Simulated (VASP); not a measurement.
# BN (I-4m2) in VASP: single point with HSE06

Aim: the single point of BN with HSE06.

Everything below comes from runs of VASP 6.6.1. Logs are shortened: lines on timing, memory, paths and dates and some standing lists are left out, and cuts for length are marked.

**1. The cell of the first run**

It takes space group I-4m2 (No. 119, tetragonal). The conventional cell has a = 2.552 Å, b = 2.552 Å, c = 3.402 Å, α = 90.00°, β = 90.00°, γ = 90.00°. B (site symmetry -4m2) has 4 N at 1.53 Å within 2.0 Å. Within 2.0 Å of N (site symmetry -4m2) lie 4 B at 1.53 Å.

**2. Single point, HSE06 (uniaxial z strain -5.8%)**

File POSCAR:

```
BN
1.0
    0.0000000000      1.8048254535      1.7010479899
    1.8048254535      0.0000000000      1.7010479899
    1.8048254535      1.8048254535      0.0000000000
B N
1 1
Direct
    0.0000000000      0.0000000000      0.0000000000
    0.2500000000      0.2500000000      0.2500000000
```

File INCAR.step1:

```
SYSTEM = BN
ALGO = Normal
EDIFF = 1E-5
ENCUT = 520
GGA = PE
ISIF = 2
ISMEAR = 0
LASPH = .TRUE.
LREAL = .FALSE.
LWAVE = .TRUE.
NBANDS = 11
NELM = 100
PREC = Accurate
SIGMA = 0.01
```

File INCAR.step2:

```
SYSTEM = BN
ALGO = Normal
EDIFF = 1E-6
ENCUT = 520
GGA = PE
HFSCREEN = 0.2079
ISIF = 2
ISMEAR = 0
ISTART = 1
LASPH = .TRUE.
LCHARG = .TRUE.
LELF = .TRUE.
LHFCALC = .TRUE.
LREAL = .FALSE.
LVHAR = .TRUE.
LWAVE = .FALSE.
NBANDS = 11
NELM = 100
PREC = Accurate
PRECFOCK = Normal
SIGMA = 0.01
```

File KPOINTS:

```
k-points
0
G
  8 8 8
  0 0 0
```

Potentials or basis: VASP PAW PBE potentials, release 64 (B, N).

Started as:

```sh
$ cat potpaw_PBE.64/B/POTCAR potpaw_PBE.64/N/POTCAR > POTCAR
$ cp INCAR.step1 INCAR
$ mpirun -np 1 vasp_std > vasp.out
$ cp INCAR.step2 INCAR
$ mpirun -np 1 vasp_std > vasp.out
```

OUTCAR:

```text
SYSTEM = BN
   EDIFF = 1E-6
   ENCUT = 520
   GGA = PE
   HFSCREEN = 0.2079
   ISIF = 2
   ISMEAR = 0
   ISTART = 1
   LASPH = .TRUE.
   LHFCALC = .TRUE.
   LREAL = .FALSE.
   NELM = 100
   PREC = Accurate
   PRECFOCK = Normal

 ion  position               nearest neighbor table
   1  0.000  0.000  0.000-   2 1.53   2 1.53   2 1.53   2 1.53
   2  0.250  0.250  0.250-   1 1.53   1 1.53   1 1.53   1 1.53

  LATTYP: Found a body centered tetragonal cell.
 ALAT       =     2.5524086341
 C/A-ratio  =     1.3328962825

  Lattice vectors:

 A1 = (   0.0000000000,  -1.8048254535,  -1.7010479899)
 A2 = (   0.0000000000,   1.8048254535,  -1.7010479899)
 A3 = (   1.8048254535,   0.0000000000,   1.7010479899)

Analysis of symmetry for initial positions (statically):
=====================================================================
 Subroutine PRICEL returns:
 Original cell was already a primitive cell.

 Routine SETGRP: Setting up the symmetry group for a
 body centered tetragonal supercell.

 Subroutine GETGRP returns: Found  8 space group operations
 (whereof  8 operations were pure point group operations)
 out of a pool of 16 trial point group operations.

The static configuration has the point symmetry D_2d.

Analysis of symmetry for dynamics (positions and initial velocities):
=====================================================================
 Subroutine PRICEL returns:
 Original cell was already a primitive cell.

 Routine SETGRP: Setting up the symmetry group for a
 body centered tetragonal supercell.

 Subroutine GETGRP returns: Found  8 space group operations
 (whereof  8 operations were pure point group operations)
 out of a pool of 16 trial point group operations.

The dynamic configuration has the point symmetry D_2d.

 Subroutine INISYM returns: Found  8 space group operations
 (whereof  8 operations are pure point group operations),
 and found     1 'primitive' translations

----------------------------------------------------------------------------------------

                                     Primitive cell

  volume of cell :      11.0820

  direct lattice vectors                    reciprocal lattice vectors
     0.000000000  1.804825453  1.701047990    -0.277035100  0.277035100  0.293936446
     1.804825453  0.000000000  1.701047990     0.277035100 -0.277035100  0.293936446
     1.804825453  1.804825453  0.000000000     0.277035100  0.277035100 -0.293936446

  length of vectors
     2.480112736  2.480112736  2.552408634     0.489791310  0.489791310  0.489791310

  position of ions in fractional coordinates (direct lattice)
     0.000000000  0.000000000  0.000000000
     0.250000000  0.250000000  0.250000000

  ion indices of the primitive-cell ions
   primitive index   ion index
                 1           1
                 2           2

----------------------------------------------------------------------------------------

 KPOINTS: k-points

Automatic generation of k-mesh.
 Grid dimensions read from file:
 generate k-points for:    8    8    8

 Generating k-lattice:

  Cartesian coordinates                     Fractional coordinates (reciprocal lattice)
    -0.034629388  0.034629388  0.036742056     0.125000000  0.000000000  0.000000000
     0.034629388 -0.034629388  0.036742056     0.000000000  0.125000000  0.000000000
     0.034629388  0.034629388 -0.036742056    -0.000000000 -0.000000000  0.125000000

  Length of vectors
     0.061223914  0.061223914  0.061223914

  Shift w.r.t. Gamma in fractional coordinates (k-lattice)
     0.000000000  0.000000000  0.000000000

 Subroutine IBZKPT returns following result:
 ===========================================

 Found     59 irreducible k-points:

 Following reciprocal coordinates:
            Coordinates               Weight
  0.000000  0.000000  0.000000      1.000000
  0.125000 -0.000000  0.000000      8.000000
  0.250000 -0.000000  0.000000      8.000000
  0.375000 -0.000000  0.000000      8.000000
  0.500000 -0.000000  0.000000      4.000000
  0.125000  0.125000  0.000000      2.000000
[... 16 lines left out ...]
  0.250000 -0.000000  0.125000     16.000000
  0.375000 -0.000000  0.125000     16.000000
 [... further k-points ...]
   k-points           NKPTS =     59   k-points in BZ     NKDIM =    512   number of bands    NBANDS=     11
   number of dos      NEDOS =    301   number of ions     NIONS =      2
   total plane-waves  NPLWV =   6480
   dimension x,y,z NGX =    18 NGY =   18 NGZ =   20
   dimension x,y,z NGXF=    36 NGYF=   36 NGZF=   40
   ions per type =               1   1
   NGX,Y,Z   is equivalent  to a cutoff of  12.07, 12.07, 13.03 a.u.
   NGXF,Y,Z  is equivalent  to a cutoff of  24.13, 24.13, 26.05 a.u.
 SYSTEM =  BN
   PREC   = accura    normal or accurate (medium, high low for compatibility)
   ISTART =      1    job   : 0-new  1-cont  2-samecut
   ICHARG =      0    charge: 1-file 2-atom 10-const
   ISPIN  =      1    spin polarized calculation?
   LNONCOLLINEAR =      F non collinear calculations
   LSORBIT =      F    spin-orbit coupling
   LASPH  =      T    aspherical Exc in radial PAW
   ENCUT  =  520.0 eV  38.22 Ry    6.18 a.u.   4.61  4.61  4.75*2*pi/ulx,y,z
   NELM   =    100;   NELMIN=  2; NELMDL=  0     # of ELM steps
   EDIFF  = 0.1E-05   stopping-criterion for ELM
   LREAL  =      F    real-space projection
   EDIFFG = 0.1E-04   stopping-criterion for IOM
   NSW    =      0    number of steps for IOM
   IBRION =     -1    ionic relax: 0-MD 1-quasi-New 2-CG
   NFREE  =      0    steps in history (QN), initial steepest desc. (CG)
   ISIF   =      2    stress and relaxation
   ISYM   =      3    0-nonsym 1-usesym 2-fastsym
   POTIM  = 0.5000    time-step for ionic-motion
   TEBEG  =    0.0;   TEEND  =   0.0 temperature during run
   PSTRESS=    0.0 pullay stress
   NELECT =       8.0000    total number of electrons
   NUPDOWN=      -1.0000    fix difference up-down
   EMIN   =  10.00;   EMAX   =-10.00  energy-range for DOS
   EFERMI =   0.00;   METHOD = LEGACY
   ISMEAR =     0;   SIGMA  =   0.01  broadening in eV -4-tet -1-fermi 0-gaus
   EFERMI_NEDOS =   21; number of points for ismear=-14 and -15
   IALGO  =     38    algorithm
   IMIX   =      1    mixing-type and parameters
     AMIX     =   0.40;   BMIX     =  1.00
     AMIX_MAG =   1.60;   BMIX_MAG =  1.00
  volume/ion in A,a.u.               =       5.54        37.39
  Fermi-wavevector in a.u.,A,eV,Ry     =   1.468585  2.775224 29.344266  2.156743
  Thomas-Fermi vector in A             =   2.584065
   LORBIT       =      0    0 simple, 1 ext, 2 COOP (PROOUT), +10 PAW based schemes
   GGA     = PE    functional components
   LHFCALC =     T    Hartree Fock is set to
   PRECFOCK=normal    Normal, Fast or Accurate (Low or Medium for compatibility)
   ENCUT4O =  -1.0   cutoff for four orbital integrals eV
   NKREDX  =     1    reduce k-point grid by
   NKREDY  =     1    reduce k-point grid by
   NKREDZ  =     1    reduce k-point grid by
   AEXX    =    0.2500 exact exchange contribution
   HFSCREEN=    0.2079 screening length (either q_TF or 0.3 A-1)
   HFSCREENC=   0.2079 screening length for correlation (either q_TF or 0.3 A-1)
   ENCUTFOCK=  -1.0 apply spherical cutoff to Coloumb kernel
   IVDW    =     0    specifies the selected vdW correction
   LEPSILON=     F    determine dielectric tensor
   LRPA    =     F    only Hartree local field effects (RPA)
 non-spin polarized calculation
 Gauss-broadening in eV      SIGMA  =   0.01
  energy-cutoff  :      520.00
  volume of cell :       11.08
 maximum number of plane-waves:       315
  NGX = 14; NGY = 14; NGZ = 16

 number of electron       7.9999999 magnetization

 Free energy of the ion-electron system (eV)
  ---------------------------------------------------
  ext. energy  EPLUGINS =         0.00000000
  ---------------------------------------------------
  free energy    TOTEN  =       -20.23860254 eV

  energy without entropy =      -20.23860254  energy(sigma->0) =      -20.23860254

 E-fermi :   7.8987     XC(G=0): -10.7353

 val. band max:        7.7178187631   @ k =   0.0000   0.0000   0.0000
 cond. band min:      12.4854198142   @ k =   0.5000   0.5000   0.0000
 fundamental gap:      4.7676010511
 Fermi energy:         7.8986570531

 k-point     1 :       0.0000    0.0000    0.0000
  band No.  band energies     occupation
      1     -15.5394      2.00000
      2       7.1547      2.00000
      3       7.1547      2.00000
      4       7.7178      2.00000
      5      17.9715      0.00000
      6      18.4044      0.00000
      7      18.4044      0.00000
      8      20.5692      0.00000
      9      35.3615      0.00000
     10      36.3240      0.00000
     11      37.4682      0.00000

 k-point     2 :       0.1250   -0.0000    0.0000
  band No.  band energies     occupation
      1     -15.1090      2.00000
      2       5.2170      2.00000
      3       6.6663      2.00000
      4       7.1765      2.00000
      5      18.3509      0.00000
      6      19.0146      0.00000
      7      19.1819      0.00000
      8      21.7950      0.00000
      9      33.5316      0.00000
     10      34.0812      0.00000
     11      35.6232      0.00000

 k-point     3 :       0.2500   -0.0000    0.0000
  band No.  band energies     occupation
      1     -13.8554      2.00000
      2       1.1234      2.00000
      3       5.6968      2.00000
      4       6.4077      2.00000
      5      18.8949      0.00000
      6      19.8527      0.00000
      7      20.4621      0.00000
      8      23.9226      0.00000
      9      32.9493      0.00000
     10      33.0398      0.00000
     11      34.6156      0.00000

 k-point     4 :       0.3750   -0.0000    0.0000
  band No.  band energies     occupation
      1     -11.9858      2.00000
      2      -2.8523      2.00000
      3       4.9161      2.00000
      4       5.8077      2.00000
      5      19.1408      0.00000
      6      19.9272      0.00000
      7      21.2997      0.00000
      8      25.1268      0.00000
      9      33.3378      0.00000
     10      35.4659      0.00000
     11      35.6549      0.00000

 k-point     5 :       0.5000   -0.0000    0.0000
  band No.  band energies     occupation
      1     -10.6733      2.00000
      2      -4.9135      2.00000
      3       4.6305      2.00000
      4       5.5909      2.00000
      5      19.1708      0.00000
      6      19.8064      0.00000
      7      21.5370      0.00000
      8      25.4349      0.00000
      9      33.7742      0.00000
     10      37.4837      0.00000
     11      37.8251      0.00000
[... 211 lines left out ...]
 k-point    21 :       0.5000    0.5000    0.0000
  band No.  band energies     occupation
      1      -8.5806      2.00000
      2      -2.2263      2.00000
      3       1.1167      2.00000
      4       1.1167      2.00000
      5      12.4854      0.00000
      6      17.4674      0.00000
      7      28.9103      0.00000
      8      28.9103      0.00000
      9      32.6171      0.00000
     10      38.6304      0.00000
     11      43.7418      0.00000

 k-point    22 :       0.1250    0.0000    0.1250
  band No.  band energies     occupation
      1     -14.9901      2.00000
      2       5.7704      2.00000
      3       5.9942      2.00000
      4       6.4414      2.00000
      5      17.6856      0.00000
      6      19.4046      0.00000
      7      20.4615      0.00000
      8      21.7935      0.00000
      9      29.7529      0.00000
     10      36.4505      0.00000
     11      38.5267      0.00000

 k-point    23 :       0.2500   -0.0000    0.1250
  band No.  band energies     occupation
      1     -14.0337      2.00000
      2       2.6108      2.00000
      3       5.1562      2.00000
      4       5.6848      2.00000
      5      17.9369      0.00000
      6      20.4508      0.00000
      7      21.8273      0.00000
      8      22.9490      0.00000
      9      28.8436      0.00000
     10      36.2152      0.00000
     11      37.2227      0.00000

 k-point    24 :       0.3750   -0.0000    0.1250
  band No.  band energies     occupation
      1     -12.3628      2.00000
      2      -1.3021      2.00000
      3       4.3091      2.00000
      4       4.8876      2.00000
      5      18.6439      0.00000
      6      20.6854      0.00000
      7      22.5150      0.00000
      8      24.3053      0.00000
      9      30.6583      0.00000
     10      35.9241      0.00000
     11      37.7877      0.00000

 [... further k-points ...]
[... 5 lines left out ...]
  --------------------------------------------------------------------------------------
  -------------------------------------------------------------------------------------
  Total        0.6511088      0.6511088      3.2110157      0.0000000      0.0000000     -0.0000000
  in kB       94.1341439     94.1341439    464.2330299      0.0000000      0.0000000     -0.0000000
  external PRESSURE =     217.5004392 kB  Pullay stress =       0.0000000 kB

 VOLUME and BASIS-vectors are now :
 -----------------------------------------------------------------------------
  energy-cutoff  :      520.00
  volume of cell :       11.08
      direct lattice vectors                 reciprocal lattice vectors
     0.000000000  1.804825453  1.701047990    -0.277035100  0.277035100  0.293936446
     1.804825453  0.000000000  1.701047990     0.277035100 -0.277035100  0.293936446
     1.804825453  1.804825453  0.000000000     0.277035100  0.277035100 -0.293936446

 POSITION                                       TOTAL-FORCE (eV/Angst)
 -----------------------------------------------------------------------------------
      0.00000      0.00000      0.00000         0.000000      0.000000      0.000000
      0.90241      0.90241      0.85052         0.000000      0.000000     -0.000000
 -----------------------------------------------------------------------------------
    total drift:                                0.000002      0.000002      0.000004

  FREE ENERGIE OF THE ION-ELECTRON SYSTEM (eV)
  ---------------------------------------------------
  free  energy   TOTEN  =       -20.2386025433 eV

  energy  without entropy=      -20.2386025433  energy(sigma->0) =      -20.23860254
```

Run time: 16 min. Hardware: 1 thread of Intel Xeon Platinum 8375C at 2.90GHz (Ice Lake), shared host; peak memory 0.23 GiB.

Results:

```
Free energy            : -20.2386 eV
Pressure               : 21.8 GPa
Band gap on the k mesh : 4.77 eV, indirect (least direct gap 10.25 eV)
```

Levels at points of the mesh, in eV from the valence-band top:
| k point | band 1 | band 2 | band 3 | band 4 | band 5 | band 6 | band 7 | band 8 |
| --- | --- | --- | --- | --- | --- | --- | --- | --- |
| (0.00, 0.00, 0.00) | -23.26 | -0.56 | -0.56 | 0.00 | 10.25 | 10.69 | 10.69 | 12.85 |
| (0.50, 0.00, 0.00) | -18.39 | -12.63 | -3.09 | -2.13 | 11.45 | 12.09 | 13.82 | 17.72 |
| (0.50, 0.50, 0.00) | -16.30 | -9.94 | -6.60 | -6.60 | 4.77 | 9.75 | 21.19 | 21.19 |
| (0.50, 0.00, 0.50) | -17.08 | -10.90 | -5.73 | -5.67 | 5.88 | 11.25 | 20.44 | 21.41 |

Caveat: the cell differs from its parent crystal (uniaxial z strain -5.8%); the PAW data sets were made with another functional, which shifts forces and pressure a little. A k mesh can miss the band edges.
